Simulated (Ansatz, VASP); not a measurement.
## Two plane-wave programs on ZrOs

```
CELL_PARAMETERS angstrom
3.26300 0.00000 0.00000
0.00000 3.26300 0.00000
0.00000 0.00000 3.26300
ATOMIC_POSITIONS crystal
Zr 0.50000 0.50000 0.50000
Os 0.00000 0.00000 0.00000
```

Change from the starting cell: volume scaled by 1, PAW files.

Alike in both runs: task electric field gradients; functional LDA; k mesh 11 × 11 × 11; occupations fermi-dirac, width 0.05 eV; no spin polarisation.

|  | VASP | Ansatz |
| --- | --- | --- |
| version | VASP 6.6.1 | Ansatz 0.2.0 |
| potentials or method | VASP PAW LDA potentials, release 64 (Zr_sv, Os) | PAW with Ansatz's default frozen-core files, scalar-relativistic |
| plane-wave cutoff (eV) | 520 | 420 |
| valence electrons in the cell | 20 | 28 |

```csv
,VASP,Ansatz,Ansatz less VASP
pressure (GPa),-7.2,-7.5,-0.30
```

LDA's correlation is that of Perdew and Zunger in VASP and of Perdew and Wang (1992) in Ansatz. VASP's potentials hold 20 valence electrons a cell and Ansatz's 28, so a difference there can come from the potentials and not from the codes.

Neither program's run includes spin-orbit coupling.
